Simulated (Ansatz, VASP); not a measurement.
## Two plane-wave programs on Al5BP6

```xyz
12
Lattice="3.7621 0.0000 0.0000 0.0000 11.3959 0.0000 0.0000 0.0000 5.3780" Properties=species:S:1:pos:R:3 pbc="T T T"
Al    0.0000    3.9736    5.3517
Al    1.8810    2.0179    2.7045
Al    0.0000    0.0000    0.0319
Al    1.8810    9.3780    2.7045
Al    0.0000    7.4223    5.3517
B     1.8810    5.6979    2.5974
P     1.8810    4.0653    1.4292
P     0.0000    1.9654    4.1127
P     1.8810    0.0000    1.4282
P     0.0000    9.4304    4.1127
P     1.8810    7.3306    1.4292
P     0.0000    5.6979    3.7033
```

Alike in both runs: functional PBE; k mesh 8 × 4 × 6; occupations gaussian, width 0.02 eV; no spin polarisation.

Ansatz relaxed the structure, and its values are those at the end. VASP's run is a single point on that final structure, the one shown.

|  | VASP | Ansatz |
| --- | --- | --- |
| version | VASP 6.6.1 | Ansatz 0.2.0 |
| potentials or method | VASP PAW PBE potentials, release 64 (Al, B, P), cutoff 520 eV | scalar-relativistic, plane waves, PAW |
| valence electrons in the cell | 48 | 48 |

Ansatz gave:

```
gap on the k mesh at the Fermi level (eV) : 1.13
least direct gap on the mesh (eV)         : 1.13
pressure (GPa)                            : 0.0
```

Problem. Estimate VASP's values.

Solution. gap on the k mesh at the Fermi level (eV): 1.13; least direct gap on the mesh (eV): 1.13; pressure (GPa): -0.1.
